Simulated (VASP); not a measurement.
A run of VASP 6.6.1 is set up as follows.

Contents of INCAR:

```
SYSTEM = Ge3BiH4
ALGO     = Normal         ! electronic algorithm
EDIFF    = 1E-6           ! SCF threshold, eV
ENCUT    = 520            ! plane-wave cutoff, eV
GGA      = PE             ! functional
ISIF     = 2              ! what is computed and relaxed
ISMEAR   = 0              ! smearing method
LASPH    = .True.         ! aspherical terms in the spheres
LCHARG   = .False.        ! write CHGCAR
LREAL    = .False.        ! projectors in reciprocal space
LWAVE    = .False.        ! write WAVECAR
NBANDS   = 40             ! bands
NELM     = 60             ! most SCF steps
PREC     = Accurate       ! precision mode
SIGMA    = 0.1            ! smearing width, eV
```

File KPOINTS:

```
k-points
0
Gamma
  4 4 4
  0 0 0
```

The input POSCAR:

```
Ge3BiH4
1.0
    5.2204279900      0.0000000000      0.0000000000
    0.0000000000      5.2204279900      0.0000000000
    0.0000000000      0.0000000000      5.2204279900
Ge Bi H
3 1 4
Direct
    0.0000000000      0.5000000000      0.5000000000
    0.5000000000      0.0000000000      0.5000000000
    0.5000000000      0.5000000000      0.0000000000
    0.0000000000      0.0000000000      0.0000000000
    0.5000000000      0.5000000000      0.5000000000
    0.5000000000      0.0000000000      0.0000000000
    0.0000000000      0.5000000000      0.0000000000
    0.0000000000      0.0000000000      0.5000000000
```

Potentials or basis: VASP PAW PBE potentials, release 64 (Ge_d, Bi_d, H).

Run with:

```sh
$ cat potpaw_PBE.64/Ge_d/POTCAR potpaw_PBE.64/Bi_d/POTCAR potpaw_PBE.64/H/POTCAR > POTCAR
$ mpirun -np 1 vasp_std > vasp.out
```

**Question.** Predict the pressure.

**Answer.** -9.4 GPa.
